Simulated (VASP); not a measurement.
A run of VASP 6.6.1 is set up as follows.

Contents of INCAR:

```
SYSTEM = C
PREC = Accurate
ENCUT = 520
EDIFF = 1E-6
ISMEAR = 0
SIGMA = 0.05
LREAL = .False.
LASPH = .True.
NELM = 80
ALGO = Normal
ISIF = 2
LWAVE = .False.
LCHARG = .False.
GGA = PE
NBANDS = 11
```

KPOINTS

```
regular mesh
0
Gamma
  12 12 12
  0 0 0
```

File POSCAR:

```
C
1.0
    0.0000000000      1.7233384878      1.9108520020
    1.7233384878      0.0000000000      1.9108520020
    1.7233384878      1.7233384878      0.0000000000
C
2
Direct
    0.5000000000      0.5000000000      0.5000000000
    0.7500000000      0.7500000000      0.7500000000
```

Potentials or basis: VASP PAW PBE potentials, release 64 (C).

The run is started by

```console
$ cat potpaw_PBE.64/C/POTCAR > POTCAR
$ mpirun -np 1 vasp_std > vasp.out
```

Question: What does it give for the band gap on the k mesh?

Answer: 2.86 eV, indirect (least direct gap 4.68 eV).

Question: What does it give for the pressure?

Answer: 2.5 GPa.

Stress tensor (GPa, compression positive):
```
 37.79   0.00   0.00
  0.00  37.79   0.00
  0.00   0.00 -67.97
```

Caveat: the cell differs from its parent crystal (strain +e along x and -e along y +0.0000, strain +e along z and -e/2 along x and y +0.0700). A k mesh can miss the band edges.
